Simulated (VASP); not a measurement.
Set up this calculation in VASP 6.6.1, as the native input.

```
Task                   : single point
Functional             : RPBE
Potentials or basis    : VASP PAW PBE potentials, release 64 (Y_sv)
Cutoff                 : 520 eV
k mesh                 : 11 × 11 × 3
Occupations            : fermi-dirac, width 0.1 eV
Spin                   : no spin polarisation
Dipole correction      : no
Further INCAR settings : ALGO = Normal; EDIFF = 1e-07; NBANDS = 30
```

The structure of Y lies in POSCAR:

```
Y
1.0
    3.7053371355      0.0000000000      0.0000000000
   -1.8526685678      3.2089160889      0.0000000000
    0.0000000000      0.0000000000     11.8895633409
Y
4
Direct
    1.0000000000      0.0000000000      1.0000000000
    0.0000000000      0.0000000000      0.5000000000
    0.3333333333      0.6666666667      0.2500000000
    0.6666666667      0.3333333333      0.7500000000
```

This cell differs from its parent crystal: volume scaled by 1.04.

These files were run (other wordings do the same):

INCAR

```
SYSTEM = Y
PREC = Accurate
ENCUT = 520
EDIFF = 1E-7
ISMEAR = -1
SIGMA = 0.1
LREAL = .False.
LASPH = .True.
NELM = 100
ALGO = Normal
ISIF = 2
LWAVE = .False.
LCHARG = .False.
GGA = RP
NBANDS = 30
```

KPOINTS

```
Automatic mesh
0
Gamma
  11 11 3
  0 0 0
```

Potentials or basis: VASP PAW PBE potentials, release 64 (Y_sv).

Command:

```sh
$ cat potpaw_PBE.64/Y_sv/POTCAR > POTCAR
$ mpirun -np 1 vasp_std > vasp.out
```

Results of the run:

The pressure is -1.4 GPa and the band gap on the k mesh is zero (band 22 reaches 3.55 eV, above the bottom of band 23 at 2.49 eV).

Caveat: the PAW data sets were made with another functional, which shifts forces and pressure a little.

Run time: 4 min on 1 thread of Oxide Virtual Turin-like Processor (shared host), peak memory 0.27 GiB.
